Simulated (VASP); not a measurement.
**Ag12HCl: single point with PBE**

System: Ag12HCl, a slab with vacuum.

```
Ag Cl H
1.0
     5.86501    0.00000    0.00000
    -2.93251    5.07925    0.00000
     0.00000    0.00000   24.07156
Ag Cl H
12 1 1
Direct
  0.33333 0.16667 0.33234
  0.33333 0.66667 0.33234
  0.83333 0.16667 0.33234
  0.83333 0.66667 0.33234
  0.66675 0.33350 0.43011
  0.66658 0.83332 0.43009
  0.16679 0.33359 0.43010
  0.16674 0.83332 0.43009
  0.00005 0.50014 0.52792
  0.00010 0.00021 0.52775
  0.50010 0.50014 0.52792
  0.50015 0.00030 0.52784
  0.30715 0.61430 0.69813
  0.18017 0.36035 0.69920
```

```yaml
Program: VASP 6.6.1
Task: single point
Functional: PBE
Potentials_or_basis: VASP PAW PBE potentials, release 64 (Ag, Cl, H)
Cutoff: 520 eV
k_mesh: 4 × 4 × 1
Occupations: gaussian, width 0.1 eV
Spin: no spin polarisation
```

```json
{
  "Largest force": "0.131 eV/Å",
  "Band gap on the k mesh": "zero (bands 70 and 71 overlap by 0.44 eV)"
}
```

Forces in eV/Å, atoms in the order of the input:
```
Ag   0.000  0.000  0.006
Ag   0.000  0.000  0.002
Ag   0.000  0.000  0.006
Ag   0.000  0.001  0.005
Ag   0.000  0.000  0.000
Ag   0.000  0.000  0.000
Ag   0.000  0.000  0.000
Ag   0.000  0.000  0.000
Ag   0.000  0.000 -0.002
Ag   0.000  0.000 -0.004
Ag   0.000  0.000 -0.002
Ag   0.000  0.001 -0.005
Cl   0.000 -0.130  0.003
H    0.000  0.129 -0.010
```

Levels at points of the mesh, in eV from the Fermi level:
| k point | band 67 | band 68 | band 69 | band 70 | band 71 | band 72 | band 73 | band 74 |
| --- | --- | --- | --- | --- | --- | --- | --- | --- |
| (0.00, 0.00, 0.00) | -1.24 | 0.42 | 0.42 | 0.42 | 0.53 | 1.29 | 1.29 | 1.29 |
| (0.50, 0.00, 0.00) | -2.21 | -2.20 | -0.15 | -0.15 | 0.36 | 0.37 | 1.17 | 1.17 |
| (0.00, 0.50, 0.00) | -2.22 | -2.20 | -0.15 | -0.15 | 0.35 | 0.38 | 1.17 | 1.17 |

It took 21 min on 1 thread of Intel(R) Xeon(R) Platinum 8559C (Emerald Rapids), with other jobs on the host, peak memory 0.96 GiB.
